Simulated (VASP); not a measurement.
## SiC: single point with PBE

SiC:

```
Si C
1.0
     0.00000    2.13209    2.13209
     2.13209    0.00000    2.13209
     2.25078    2.25078   -0.11869
Si C
1 1
Direct
  0.00000 0.00000 0.00000
  0.75000 0.75000 0.75000
```

```yaml
Program: VASP 6.6.1
Task: single point
Functional: PBE
Potentials_or_basis: VASP PAW PBE potentials, release 64 (Si, C)
Cutoff: 520 eV
k_mesh: 12 × 12 × 12
Occupations: gaussian, width 0.05 eV
Spin: no spin polarisation
Dipole_correction: no
Further_INCAR_settings: ALGO = Normal; EDIFF = 1e-07; NBANDS = 11
```

```yaml
Pressure: 1.8 GPa
Largest_force: 0.416 eV/Å
Band_gap_on_the_k_mesh: 1.10 eV, indirect (least direct gap 4.02 eV)
```

Forces in eV/Å, atoms in the order of the input:
```
Si   0.240  0.240 -0.240
C   -0.240 -0.240  0.240
```

Stress tensor (GPa, compression positive):
```
  1.78 -13.31  13.31
-13.31   1.78  13.31
 13.31  13.31   1.78
```

Levels at points of the mesh, in eV from the valence-band top:
```
           k point  band 2  band 3  band 4  band 5  band 6  band 7
(0.00, 0.00, 0.00)   -0.54    0.00    0.00    4.44    7.39    7.67
(0.50, 0.00, 0.00)   -8.59   -1.40   -1.30    4.57    6.37    7.38
(0.50, 0.50, 0.00)   -7.91   -3.67   -2.92    1.10    4.25   13.06
(0.00, 0.00, 0.50)   -8.72   -0.77   -0.77    6.29    7.66    7.66
```

It took 16 s on 1 thread of Intel(R) Xeon(R) Platinum 8488C (Sapphire Rapids), with other jobs on the host, peak memory 0.16 GiB.

A k mesh can miss the band edges. As with any semilocal functional, this PBE gap is likely too small.
